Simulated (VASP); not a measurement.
Runs of VASP 6.6.1 on Al2O. The structure is that of space group I4/mmm (No. 139), or close to it. The cells are those of the table. 

```tsv
task	spin	cell	k mesh	cutoff (eV)	gap on the mesh (eV)	pressure (GPa)	moment (μB)	relaxed volume (Å³/atom)
single point	collinear, ferromagnetic start	a = 4.295 Å, angles 126.3, 126.3, 79.4°, 3 atoms	6 × 6 × 6	520	none	(a)	0.61	-
single point	off	a = 4.041 Å, angles 121.1, 121.1, 88.1°, 3 atoms	6 × 6 × 6	520	none	-0.3	-	-
relaxation of cell and atoms	off	relaxed from a = 4.041 Å, angles 121.1, 121.1, 88.1°, 3 atoms	16 × 16 × 16	600	none	0.0	-	15.22
single point	off	a = 4.038 Å, angles 121.1, 121.1, 88.1°, 3 atoms	16 × 16 × 16	520	none	-0.1	-	-
single point	off	a = 4.295 Å, angles 126.3, 126.3, 79.4°, 3 atoms	6 × 6 × 6	520	none	-1.3	-	-
single point	collinear, ferromagnetic start	a = 4.041 Å, angles 121.1, 121.1, 88.1°, 3 atoms	6 × 6 × 6	520	none	-0.3	(b)	-
relaxation of cell and atoms	off	relaxed from a = 4.295 Å, angles 126.3, 126.3, 79.4°, 3 atoms	6 × 6 × 6	600	none	0.0	-	15.20
```

Alike in all rows: level PBE; potentials or basis VASP PAW PBE potentials, release 64 (Al, O); smearing gaussian 0.1 eV.

Q: Fill in the values left out.

A: (a) -0.9; (b) 0.00.

Caveats: some runs use coarse meshes.

A gap of «none» marks levels without a gap at the run's occupations.
